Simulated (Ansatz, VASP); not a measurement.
Two plane-wave programs on SiO2

INCAR

```
  ALGO = Normal
  EDIFF = 1E-6
  ENCUT = 520
  GGA = CA
  ISIF = 2
  ISMEAR = 0
  LASPH = T
  LCHARG = F
  LREAL = F
  LWAVE = F
  NBANDS = 25
  NELM = 100
  PREC = Accurate
  SIGMA = 0.05
```

Contents of KPOINTS:

```
k-points
0
Gamma
  6 6 8
```

The input POSCAR:

```
SiO2
1.0
    4.0804000000      0.0000000000      0.0000000000
    0.0000000000      4.0804000000      0.0000000000
    0.0000000000      0.0000000000      2.9168000000
Si O
2 4
Direct
    0.5000000000      0.5000000000      0.5000000000
    0.0000000000      0.0000000000      0.0000000000
    0.6944252994      0.6944252994      0.0000000000
    0.1944252994      0.8055747006      0.5000000000
    0.3055747006      0.3055747006      0.0000000000
    0.8055747006      0.1944252994      0.5000000000
```

Input for Ansatz:

```yaml
crystal:
  lattice:
    - [4.0804, 0.0, 0.0]
    - [0.0, 4.0804, 0.0]
    - [0.0, 0.0, 2.9168]
  atoms:
    - { symbol: Si, position: [0.5, 0.5, 0.5] }
    - { symbol: Si, position: [0.0, 0.0, 0.0] }
    - { symbol: O, position: [0.6944252994, 0.6944252994, 0.0] }
    - { symbol: O, position: [0.1944252994, 0.8055747006, 0.5] }
    - { symbol: O, position: [0.3055747006, 0.3055747006, 0.0] }
    - { symbol: O, position: [0.8055747006, 0.1944252994, 0.5] }
basis:
  ecutwfc: 520.0
kpoints:
  mp_grid: { grid: [6, 6, 8] }
hamiltonian:
  xc: lda
  pseudopotentials: { kind: paw, azcp: { folder: soft_1 } }
scf:
  occupations: { method: gaussian, width: 0.05 }
output:
  forces: true
  stress: true
  eigenvalues: true
```

Alike in both runs: task single point; functional LDA; k mesh 6 × 6 × 8; occupations gaussian, width 0.05 eV; no spin polarisation.

```csv
,VASP,Ansatz
version,VASP 6.6.1,Ansatz 0.2.0
potentials or method,"VASP PAW LDA potentials, release 64 (Si, O), cutoff 520 eV","scalar-relativistic, plane waves, PAW"
valence electrons in the cell,32,32
```

|  | VASP | Ansatz | Ansatz less VASP |
| --- | --- | --- | --- |
| gap on the k mesh at the Fermi level (eV) | 4.42 | 4.42 | 0.000 |
| least direct gap on the mesh (eV) | 4.42 | 4.42 | 0.000 |
| pressure (GPa) | -17.6 | -18.5 | -0.89 |
| traceless stress, the component that is largest in VASP (GPa) | -28.71 | -28.81 | -0.106 |
| rms of the force components (eV/Å) | 0.196 | 0.201 | +0.0054 |

Ansatz warns that its potentials were made for another functional, while VASP's fit it. LDA's correlation is that of Perdew and Zunger in VASP and of Perdew and Wang (1992) in Ansatz. Atom by atom the forces differ by 0.005 eV/Å (rms over components).
